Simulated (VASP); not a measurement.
Input of a VASP 6.6.1 run:

POSCAR

```
Pt
1.0
   -1.6079833000      1.6079833000      1.6317466000
    1.6079833000     -1.6079833000      1.6317466000
    1.6079833000      1.6079833000     -1.6317466000
Pt
1
Direct
    0.0000000000      0.0000000000      0.0000000000
```

File INCAR.step1:

```
  PREC = Accurate
  ENCUT = 520
  ISMEAR = 0
  SIGMA = 0.15
  LREAL = F
  LASPH = T
  NELM = 100
  NBANDS = 11
  GGA = PE
  ALGO = Normal
  EDIFF = 1E-4
  LWAVE = T
  LCHARG = F
```

Contents of INCAR.step2:

```
  PREC = Accurate
  ENCUT = 520
  EDIFF = 1E-6
  ISMEAR = 0
  SIGMA = 0.15
  LREAL = F
  LASPH = T
  NELM = 100
  ALGO = Normal
  ISIF = 2
  LWAVE = F
  LCHARG = F
  METAGGA = R2SCAN
  LMIXTAU = T
  NBANDS = 11
  ISTART = 1
```

KPOINTS

```
Automatic mesh
0
Gamma
  22 22 22
```

Potentials or basis: VASP PAW PBE potentials, release 64 (Pt).

Command:

```console
$ cat potpaw_PBE.64/Pt/POTCAR > POTCAR
$ cp INCAR.step1 INCAR
$ mpirun -np 1 vasp_std > vasp.out
$ cp INCAR.step2 INCAR
$ mpirun -np 1 vasp_std > vasp.out
```

Problem. Estimate the band gap on the k mesh.

Solution. Zero (band 5 reaches 9.80 eV, above the bottom of band 6 at 7.73 eV).

Problem. What does it give for the pressure?

Solution. -17.4 GPa.

Stress tensor (GPa, compression positive):
```
-17.70   0.00   0.00
  0.00 -17.70   0.00
  0.00   0.00 -16.66
```

Caveat: the cell differs from its parent crystal (strain +0.015 along x and y, +0.030 along z); the PAW data sets were made with another functional, which shifts forces and pressure a little; spin-orbit coupling is left out, which moves the levels of the heavy elements.
